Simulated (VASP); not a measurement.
P:

```
CELL_PARAMETERS angstrom
6.06494 0.00000 0.00000
0.00000 6.06494 0.00000
0.00000 0.00000 6.06494
ATOMIC_POSITIONS crystal
P 0.50000 0.50000 0.50000
P 0.00000 0.00000 0.00000
P 0.25000 0.00000 0.50000
P 0.50000 0.25000 0.00000
P 0.50000 0.75000 0.00000
P 0.75000 0.00000 0.50000
P 0.00000 0.50000 0.75000
P 0.00000 0.50000 0.25000
```

```yaml
Program: VASP 6.6.1
Task: relaxation of cell and atoms
Functional: PBEsol
Potentials_or_basis: VASP PAW PBE potentials, release 64 (P)
Cutoff: 600 eV
k_mesh: 4 × 4 × 4
Occupations: gaussian, width 0.1 eV
Spin: no spin polarisation
```

At the start: pressure -17.9 GPa; volume 27.89 Å³/atom.

Q: Where does the relaxation end?

A: Over 5 steps the energy falls by 1360.7 meV/atom and the volume is 13.94 Å³/atom (-50.0 %); space group Pm-3n (No. 223, to 0.1 Å) before and after.

Step by step:
| step | energy change (eV) | largest force (eV/Å) | pressure (GPa) | volume (Å³) |
| --- | --- | --- | --- | --- |
| 1 | 0.0000 | 0.0000 | -17.87 | 223.09 |
| 2 | -9.6328 | 0.0000 | -13.39 | 136.99 |
| 3 | -10.8130 | 0.0000 | -4.23 | 116.58 |
| 4 | -10.8764 | 0.0000 | 1.72 | 109.62 |
| 5 | -10.8856 | 0.0000 | -0.14 | 111.52 |

Final structure:
```yaml
crystal:
  lattice:
    - [4.81334, 0.00000, 0.00000]
    - [0.00000, 4.81334, 0.00000]
    - [0.00000, 0.00000, 4.81334]
  atoms:
    - { symbol: P, position: [0.50000, 0.50000, 0.50000] }
    - { symbol: P, position: [0.00000, 0.00000, 0.00000] }
    - { symbol: P, position: [0.25000, 0.00000, 0.50000] }
    - { symbol: P, position: [0.50000, 0.25000, 0.00000] }
    - { symbol: P, position: [0.50000, 0.75000, 0.00000] }
    - { symbol: P, position: [0.75000, 0.00000, 0.50000] }
    - { symbol: P, position: [0.00000, 0.50000, 0.75000] }
    - { symbol: P, position: [0.00000, 0.50000, 0.25000] }
```

Caveat: the volume moved by over 15 % at a fixed basis, so the end points are rough; the highest band is partly filled, so the run has too few bands; the PAW data sets were made with another functional, which shifts forces and pressure a little.
